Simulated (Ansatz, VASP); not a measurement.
Two plane-wave programs on Be4S

```
Be S
1.0
     3.69597    0.00000    0.00000
     0.00000    3.69597    0.00000
     0.00000    0.00000    3.69597
Be S
4 1
Direct
  0.81610 0.81610 0.81610
  0.18390 0.18390 0.81610
  0.18390 0.81610 0.18390
  0.81610 0.18390 0.18390
  0.50000 0.50000 0.50000
```

Alike in both runs: task relaxation of cell and atoms; functional PBE; k mesh 6 × 6 × 6; occupations gaussian, width 0.1 eV; no spin polarisation.

|  | VASP | Ansatz |
| --- | --- | --- |
| version | VASP 6.6.1 | Ansatz 0.2.0 |
| potentials or method | VASP PAW PBE potentials, release 64 (Be, S), cutoff 600 eV | scalar-relativistic, plane waves, PAW |
| valence electrons in the cell | 14 | 14 |

```csv
,VASP,Ansatz,Ansatz less VASP
"gap on the k mesh at the Fermi level, each at its own relaxed structure (eV)",none,none,-
relaxed volume (Å³/atom),11.56,11.51,-0.044
relaxed cell length with the largest relative difference (Å),3.866,3.861,-0.0049
```

A gap of «none» marks a metal or a gap that the smearing closes.
